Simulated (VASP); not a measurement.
Set up this calculation in VASP 6.6.1, as the native input.

```
Task                   : single point
Functional             : PBE
Potentials or basis    : VASP PAW PBE potentials, release 64 (Co, O)
Cutoff                 : 520 eV
k mesh                 : 12 × 12 × 12
Occupations            : fermi-dirac, width 0.05 eV
Spin                   : collinear spin, ferromagnetic start
Starting moments       : [2.0, 0.0] μB
Dipole correction      : no
Further INCAR settings : ALGO = Normal; EDIFF = 1e-06; NBANDS = 18
```

The structure of CoO lies in POSCAR:

```
CoO
1.0
   -1.5080004400      1.5080004400      2.1072503600
    1.5080004400     -1.5080004400      2.1072503600
    1.5080004400      1.5080004400     -2.1072503600
Co O
1 1
Direct
    0.0000000000      0.0000000000      0.0000000000
    0.5000000000      0.5000000000      0.0000000000
```

These files were run (other wordings do the same):

INCAR

```
PREC = Accurate
ENCUT = 520
EDIFF = 1E-6
ISMEAR = -1
SIGMA = 0.05
LREAL = F
LASPH = T
NELM = 150
ALGO = Normal
ISIF = 2
LWAVE = F
LCHARG = F
ISPIN = 2
MAGMOM = 2 0
LORBIT = 11
LMAXMIX = 4
GGA = PE
NBANDS = 18
```

KPOINTS

```
regular mesh
0
Gamma
  12 12 12
```

Potentials or basis: VASP PAW PBE potentials, release 64 (Co, O).

Launch:

```sh
$ cat potpaw_PBE.64/Co/POTCAR potpaw_PBE.64/O/POTCAR > POTCAR
$ mpirun -np 1 vasp_std > vasp.out
```

It gave:

- Pressure: -0.5 GPa
- Net moment: 2.88 μB per cell
- Site moments: Co +2.54; O +0.29 μB
- Valence electrons inside the program's atomic spheres: Co 7.81; O 4.98

Caveat: a cell with one magnetic atom can't hold antiferromagnetic order, which such compounds often take.

Run time: 89 s on 1 thread of Intel(R) Xeon(R) Platinum 8259CL CPU @ 2.50GHz (Skylake/Cascade Lake), with other jobs on the host, peak memory 0.21 GiB.
